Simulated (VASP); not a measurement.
# HgH3 (P-6m2) in VASP: notebook

The runs below take HgH3 through single point, with PBE.

Program: VASP 6.6.1. These are calculated values, not measurements. Logs are shortened: lines on timing, memory, paths and dates and some standing lists are left out, and cuts for length are marked.

### 1 The cell of the first run

It takes space group P-6m2 (No. 187, hexagonal). The conventional cell has a = 2.847 Å, b = 2.847 Å, c = 8.982 Å, α = 90.00°, β = 90.00°, γ = 120.00°. Within 3.7 Å of Hg (site symmetry -6m2) lie 6 H at 2.82 Å and 6 Hg at 2.85 Å. H (site symmetry -6m2) has 12 H at 2.74 to 2.85 Å within 3.6 Å. Within 3.6 Å of H (site symmetry 3m) lie 9 H at 2.74 to 2.85 Å and 3 Hg at 2.82 Å.

### 2 Single point, PBE

Input file INCAR:

```
  ALGO = Normal
  EDIFF = 1E-6
  ENCUT = 520
  GGA = PE
  ISIF = 2
  ISMEAR = 0
  LASPH = True
  LCHARG = False
  LREAL = False
  LWAVE = False
  NBANDS = 16
  NELM = 60
  PREC = Accurate
  SIGMA = 0.1
```

Input file KPOINTS:

```
k-points
0
Gamma
  6 6 2
```

Input file POSCAR:

```
HgH3
1.0
    2.8465242300      0.0000000000      0.0000000000
   -1.4232621100      2.4651622900      0.0000000000
    0.0000000000      0.0000000000      8.9816141100
Hg H
1 3
Direct
    0.0000000000      0.0000000000      0.0000000000
    0.0000000000      0.0000000000      0.5000000000
    0.6666666700      0.3333333300      0.2557615600
    0.6666666700      0.3333333300      0.7442384400
```

Potentials or basis: VASP PAW PBE potentials, release 64 (Hg, H).

Started as:

```
> cat potpaw_PBE.64/Hg/POTCAR potpaw_PBE.64/H/POTCAR > POTCAR
> mpirun -np 1 vasp_std > vasp.out
```

OUTCAR:

```text
EDIFF = 1E-6
   ENCUT = 520
   GGA = PE
   ISIF = 2
   ISMEAR = 0
   LASPH = True
   LREAL = False
   NELM = 60
   PREC = Accurate

 ion  position               nearest neighbor table
   1  0.000  0.000  0.000-
   2  0.000  0.000  0.500-
   3  0.667  0.333  0.256-
   4  0.667  0.333  0.744-

  LATTYP: Found a hexagonal cell.
 ALAT       =     2.8465242300
 C/A-ratio  =     3.1552916414

  Lattice vectors:

 A1 = (   2.8465242300,   0.0000000000,   0.0000000000)
 A2 = (  -1.4232621100,   2.4651622900,   0.0000000000)
 A3 = (   0.0000000000,   0.0000000000,   8.9816141100)

Analysis of symmetry for initial positions (statically):
=====================================================================
 Subroutine PRICEL returns:
 Original cell was already a primitive cell.

 Routine SETGRP: Setting up the symmetry group for a
 hexagonal supercell.

 Subroutine GETGRP returns: Found 12 space group operations
 (whereof 12 operations were pure point group operations)
 out of a pool of 24 trial point group operations.

The static configuration has the point symmetry D_3h.

Analysis of symmetry for dynamics (positions and initial velocities):
=====================================================================
 Subroutine PRICEL returns:
 Original cell was already a primitive cell.

 Routine SETGRP: Setting up the symmetry group for a
 hexagonal supercell.

 Subroutine GETGRP returns: Found 12 space group operations
 (whereof 12 operations were pure point group operations)
 out of a pool of 24 trial point group operations.

The dynamic configuration has the point symmetry D_3h.

 Subroutine INISYM returns: Found 12 space group operations
 (whereof 12 operations are pure point group operations),
 and found     1 'primitive' translations

----------------------------------------------------------------------------------------

                                     Primitive cell

  volume of cell :      63.0253
[... 74 lines left out ...]
   ISTART =      0    job   : 0-new  1-cont  2-samecut
   ICHARG =      2    charge: 1-file 2-atom 10-const
   ISPIN  =      1    spin polarized calculation?
   LNONCOLLINEAR =      F non collinear calculations
   LSORBIT =      F    spin-orbit coupling
   LASPH  =      T    aspherical Exc in radial PAW
   ENCUT  =  520.0 eV  38.22 Ry    6.18 a.u.   5.29  5.29 16.70*2*pi/ulx,y,z
   NELM   =     60;   NELMIN=  2; NELMDL= -5     # of ELM steps
   EDIFF  = 0.1E-05   stopping-criterion for ELM
   LREAL  =      F    real-space projection
   EDIFFG = 0.1E-04   stopping-criterion for IOM
   NSW    =      0    number of steps for IOM
   IBRION =     -1    ionic relax: 0-MD 1-quasi-New 2-CG
   NFREE  =      0    steps in history (QN), initial steepest desc. (CG)
   ISIF   =      2    stress and relaxation
   ISYM   =      2    0-nonsym 1-usesym 2-fastsym
   POTIM  = 0.5000    time-step for ionic-motion
   TEBEG  =    0.0;   TEEND  =   0.0 temperature during run
   PSTRESS=    0.0 pullay stress
   NELECT =      15.0000    total number of electrons
   NUPDOWN=      -1.0000    fix difference up-down
   EMIN   =  10.00;   EMAX   =-10.00  energy-range for DOS
   EFERMI =   0.00;   METHOD = LEGACY
   ISMEAR =     0;   SIGMA  =   0.10  broadening in eV -4-tet -1-fermi 0-gaus
   EFERMI_NEDOS =   21; number of points for ismear=-14 and -15
   IALGO  =     38    algorithm
   IMIX   =      4    mixing-type and parameters
     AMIX     =   0.40;   BMIX     =  1.00
     AMIX_MAG =   1.60;   BMIX_MAG =  1.00
  volume/ion in A,a.u.               =      15.76       106.33
  Fermi-wavevector in a.u.,A,eV,Ry     =   1.014535  1.917193 14.004219  1.029281
  Thomas-Fermi vector in A             =   2.147768
   LORBIT       =      0    0 simple, 1 ext, 2 COOP (PROOUT), +10 PAW based schemes
   GGA     = PE    functional components
   LHFCALC =     F    Hartree Fock is set to
   AEXX    =    0.0000 exact exchange contribution
   IVDW    =     0    specifies the selected vdW correction
   LEPSILON=     F    determine dielectric tensor
   LRPA    =     F    only Hartree local field effects (RPA)
 non-spin polarized calculation
 Gauss-broadening in eV      SIGMA  =   0.10
  energy-cutoff  :      520.00
  volume of cell :       63.03
 maximum number of plane-waves:      1712
 NGX is ok and might be reduce to    24
   NGX = 11   NGY = 11   NGZ = 33

 number of electron      15.0000000 magnetization

 Free energy of the ion-electron system (eV)
  ---------------------------------------------------
  ext. energy  EPLUGINS =         0.00000000
  ---------------------------------------------------
  free energy    TOTEN  =        -3.27329682 eV

  energy without entropy =       -3.25163888  energy(sigma->0) =       -3.26246785

 E-fermi :  -1.6747     XC(G=0):  -8.0059

 val. band max:       -1.7248551532   @ k =   0.3333   0.1667   0.0000
 cond. band min:      -1.6387267611   @ k =   0.3333   0.1667   0.0000
 fundamental gap:      0.0861283921
 Fermi energy:        -1.6746879708

 k-point     1 :       0.0000    0.0000    0.0000
  band No.  band energies     occupation
      1     -11.5740      2.00000
      2      -9.4168      2.00000
      3      -9.4168      2.00000
      4      -8.5763      2.00000
      5      -7.8618      2.00000
      6      -7.8618      2.00000
[... 243 lines left out ...]
      3      -9.1057      2.00000
      4      -9.0426      2.00000
      5      -8.1305      2.00000
      6      -1.5527      0.08462
[... 8 lines left out ...]
     15       8.8027      0.00000
     16       8.8741      0.00000

------------------------ aborting loop because EDIFF is reached ----------------------------------------

  FORCE on cell =-STRESS in cart. coord.  units (eV):
  Direction    XX          YY          ZZ          XY          YZ          ZX
  --------------------------------------------------------------------------------------
  -------------------------------------------------------------------------------------
  Total       -0.2253313     -0.2253313     -4.4913751     -0.0000000      0.0000000      0.0000000
  in kB       -5.7281875     -5.7281875   -114.1760770     -0.0000000      0.0000000      0.0000000
  external PRESSURE =     -41.8774840 kB  Pullay stress =       0.0000000 kB

 VOLUME and BASIS-vectors are now :
 -----------------------------------------------------------------------------
  energy-cutoff  :      520.00
  volume of cell :       63.03
      direct lattice vectors                 reciprocal lattice vectors
     2.846524230  0.000000000  0.000000000     0.351305634  0.202826402  0.000000000
    -1.423262110  2.465162290  0.000000000     0.000000000  0.405652806  0.000000000
     0.000000000  0.000000000  8.981614110     0.000000000  0.000000000  0.111338562

 POSITION                                       TOTAL-FORCE (eV/Angst)
 -----------------------------------------------------------------------------------
      0.00000      0.00000      0.00000         0.000000      0.000000      0.000000
      0.00000      0.00000      4.49081        -0.000000      0.000000      0.000000
      1.42326      0.82172      2.29715         0.000000      0.000000     -0.143914
      1.42326      0.82172      6.68446        -0.000000      0.000000      0.143914
 -----------------------------------------------------------------------------------
    total drift:                               -0.000001      0.000001      0.000000

  FREE ENERGIE OF THE ION-ELECTRON SYSTEM (eV)
  ---------------------------------------------------
  free  energy   TOTEN  =        -3.2732968159 eV

  energy  without entropy=       -3.2516388783  energy(sigma->0) =       -3.26246785
```

OSZICAR:

```text
N       E                     dE             d eps       ncg     rms          rms(c)
DAV:   1     0.748415624647E+02    0.74842E+02   -0.63314E+03   456   0.764E+02
DAV:   2    -0.203229532829E+01   -0.76874E+02   -0.67665E+02   544   0.187E+02
DAV:   3    -0.417004915601E+01   -0.21378E+01   -0.21293E+01   552   0.329E+01
DAV:   4    -0.417380426095E+01   -0.37551E-02   -0.37549E-02   552   0.161E+00
DAV:   5    -0.417381591022E+01   -0.11649E-04   -0.11649E-04   576   0.777E-02    0.539E+00
DAV:   6    -0.327897371719E+01    0.89484E+00   -0.16155E+00   480   0.125E+01    0.635E+00
DAV:   7    -0.328154968000E+01   -0.25760E-02   -0.10002E-01   456   0.224E+00    0.379E+00
DAV:   8    -0.340586585222E+01   -0.12432E+00   -0.54433E-01   544   0.150E+00    0.312E+00
DAV:   9    -0.327950515739E+01    0.12636E+00   -0.10629E-02   536   0.692E-01    0.809E-01
DAV:  10    -0.327493068964E+01    0.45745E-02   -0.29600E-02   552   0.507E-01    0.430E-01
DAV:  11    -0.327345335460E+01    0.14773E-02   -0.10168E-02   496   0.208E-01    0.145E-01
DAV:  12    -0.327329590082E+01    0.15745E-03   -0.26176E-04   528   0.574E-02    0.598E-02
DAV:  13    -0.327329507524E+01    0.82558E-06   -0.13298E-04   520   0.399E-02    0.131E-02
DAV:  14    -0.327329721853E+01   -0.21433E-05   -0.80246E-06   472   0.109E-02    0.835E-03
DAV:  15    -0.327329681588E+01    0.40264E-06   -0.68422E-07   384   0.226E-03
   1 F= -.32732968E+01 E0= -.32624678E+01  d E =-.216579E-01
```

Run time: 42 s. Hardware: 1 thread of AMD EPYC 7R13, shared host; peak memory 0.16 GiB.

Results:

```yaml
Free_energy: -3.2733 eV
Pressure: -4.2 GPa
Largest_force: 0.144 eV/Å
```

Forces in eV/Å, atoms in the order of the input:
```
Hg   0.000  0.000  0.000
H    0.000  0.000  0.000
H    0.000  0.000 -0.144
H    0.000  0.000  0.144
```

Caveat: the k points lie up to 0.42 Å⁻¹ apart; spin-orbit coupling is left out, which moves the levels of the heavy elements.

### 3 Single point, PBE

This run uses another cell than the first one, of 20.61 Å³/atom, 1.308 times its volume.

Input file INCAR:

```
ALGO     = Normal         # electronic algorithm
EDIFF    = 1E-6           # SCF threshold, eV
ENCUT    = 520            # plane-wave cutoff, eV
GGA      = PE             # functional
ISIF     = 2              # what is computed and relaxed
ISMEAR   = 0              # smearing method
LASPH    = T              # aspherical terms in the spheres
LCHARG   = F              # write CHGCAR
LREAL    = F              # projectors in reciprocal space
LWAVE    = F              # write WAVECAR
NBANDS   = 16             # bands
NELM     = 80             # most SCF steps
PREC     = Accurate       # precision mode
SIGMA    = 0.1            # smearing width, eV
```

KPOINTS is that of step 2.

Input file POSCAR:

```
HgH3
1.0
    5.0830370887     -0.0000000052      0.0000000000
   -2.5415185399      4.4020392498      0.0000000000
    0.0000000000      0.0000000000      3.6841432186
Hg H
1 3
Direct
    0.0000000000      0.0000000000      0.0000000000
    0.0000000000      0.0000000000      0.5000000000
    0.6666666667      0.3333333333      0.3978194987
    0.6666666667      0.3333333333      0.6021805013
```

Potentials or basis: VASP PAW PBE potentials, release 64 (Hg, H).

Started as:

```
> cat potpaw_PBE.64/Hg/POTCAR potpaw_PBE.64/H/POTCAR > POTCAR
> mpirun -np 1 vasp_std > vasp.out
```

Run time: 39 s. Hardware: 1 thread of AMD EPYC 7R13, shared host; peak memory 0.17 GiB.

The run converged. Its results:

```
Free energy   : -10.3053 eV
Pressure      : 0.3 GPa
Largest force : 0.026 eV/Å
```

Forces in eV/Å, atoms in the order of the input:
```
Hg   0.000  0.000  0.000
H    0.000  0.000  0.000
H    0.000  0.000  0.026
H    0.000  0.000 -0.026
```

Stress tensor (GPa, compression positive):
```
0.25 0.00 0.00
0.00 0.25 0.00
0.00 0.00 0.41
```

Levels at points of the mesh, in eV from the Fermi level:
| k point | band 5 | band 6 | band 7 | band 8 | band 9 | band 10 |
| --- | --- | --- | --- | --- | --- | --- |
| (0.00, 0.00, 0.00) | -4.46 | -4.46 | -2.40 | 5.45 | 5.45 | 6.86 |
| (0.50, 0.00, 0.00) | -4.46 | -4.39 | -2.78 | 3.55 | 4.52 | 7.97 |
| (0.00, 0.00, 0.50) | -4.52 | -4.52 | -1.73 | -1.07 | 6.83 | 7.58 |
| (0.50, 0.00, 0.50) | -4.48 | -4.28 | -1.98 | -0.50 | 3.70 | 6.75 |

Caveat: the k points lie up to 0.85 Å⁻¹ apart; spin-orbit coupling is left out, which moves the levels of the heavy elements.

(Continued in part 2 of 2.)
